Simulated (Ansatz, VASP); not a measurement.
**One calculation of InSb, two programs**

```
In Sb
1.0
     0.00000    3.21951    3.21951
     3.21951    0.00000    3.21951
     3.21951    3.21951    0.00000
In Sb
1 1
Direct
  0.00000 0.00000 0.00000
  0.25000 0.25000 0.25000
```

Alike in both runs: task relaxation of cell and atoms; functional PBE; k mesh 9 × 9 × 9; occupations fermi-dirac, width 0.05 eV; no spin polarisation.

```csv
,VASP,Ansatz
version,VASP 6.6.1,Ansatz 0.2.0
potentials or method,"VASP PAW PBE potentials, release 64 (In_d, Sb)","PAW with Ansatz's default frozen-core files, scalar-relativistic"
plane-wave cutoff (eV),600,420
valence electrons in the cell,18,28
```

```csv
,VASP,Ansatz,Ansatz less VASP
relaxed volume (Å³/atom),36.49,36.55,+0.059
relaxed cell length with the largest relative difference (Å),4.691,4.693,+0.0025
```

VASP's potentials hold 18 valence electrons a cell and Ansatz's 28, so a difference there can come from the potentials and not from the codes.

Spin-orbit coupling is off throughout.
